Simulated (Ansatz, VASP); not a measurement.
# One calculation of Cd, two programs

File INCAR:

```
SYSTEM = Cd
ALGO = Normal ; EDIFF = 1E-7
ENCUT = 520 ; GGA = CA
ISIF = 2 ; ISMEAR = 0
LASPH = .TRUE. ; LCHARG = .FALSE.
LREAL = .FALSE. ; LWAVE = .FALSE.
NBANDS = 19 ; NELM = 80
PREC = Accurate ; SIGMA = 0.05
```

The input KPOINTS:

```
k-points
0
G
  15 15 6
  0 0 0
```

Contents of POSCAR:

```
Cd
1.0
    2.9788700000      0.0000000000      0.0000000000
   -1.4894350000      2.5797770946      0.0000000000
    0.0000000000      0.0000000000      5.6176500000
Cd
2
Direct
    0.3333333333      0.6666666667      0.2500000000
    0.6666666667      0.3333333333      0.7500000000
```

Input for Ansatz:

```yaml
crystal:
  lattice:
    - [2.97887, 0.0, 0.0]
    - [-1.489435, 2.5797770946, 0.0]
    - [0.0, 0.0, 5.61765]
  atoms:
    - { symbol: Cd, position: [0.3333333333, 0.6666666667, 0.25] }
    - { symbol: Cd, position: [0.6666666667, 0.3333333333, 0.75] }
basis:
  ecutwfc: 420
  fft_grid_basis: typed
kpoints:
  mp_grid: { grid: [15, 15, 6] }
hamiltonian:
  xc: lda
scf:
  occupations: { method: gaussian, width: 0.05 }
output:
  forces: true
  stress: true
  eigenvalues: true
  bader: true
  write_density: true
  volumetric_format: npy
```

Alike in both runs: task single point; functional LDA; k mesh 15 × 15 × 6; occupations gaussian, width 0.05 eV; no spin polarisation.

|  | VASP | Ansatz |
| --- | --- | --- |
| version | VASP 6.6.1 | Ansatz 0.2.0 |
| potentials or method | VASP PAW LDA potentials, release 64 (Cd), cutoff 520 eV | scalar-relativistic, plane waves, PAW |
| valence electrons in the cell | 24 | 40 |

Ansatz gave:

```
gap on the k mesh at the Fermi level (eV)                     : none
pressure (GPa)                                                : -4.5
traceless stress, the component that is largest in VASP (GPa) : 2.15
```

Question: Estimate VASP's values.

Answer: gap on the k mesh at the Fermi level (eV): none; pressure (GPa): -4.1; traceless stress, the component that is largest in VASP (GPa): 1.99.

LDA's correlation is that of Perdew and Zunger in VASP and of Perdew and Wang (1992) in Ansatz. A gap of «none» marks a metal or a gap that the smearing closes. VASP's potentials hold 24 valence electrons a cell and Ansatz's 40, so a difference there can come from the potentials and not from the codes.
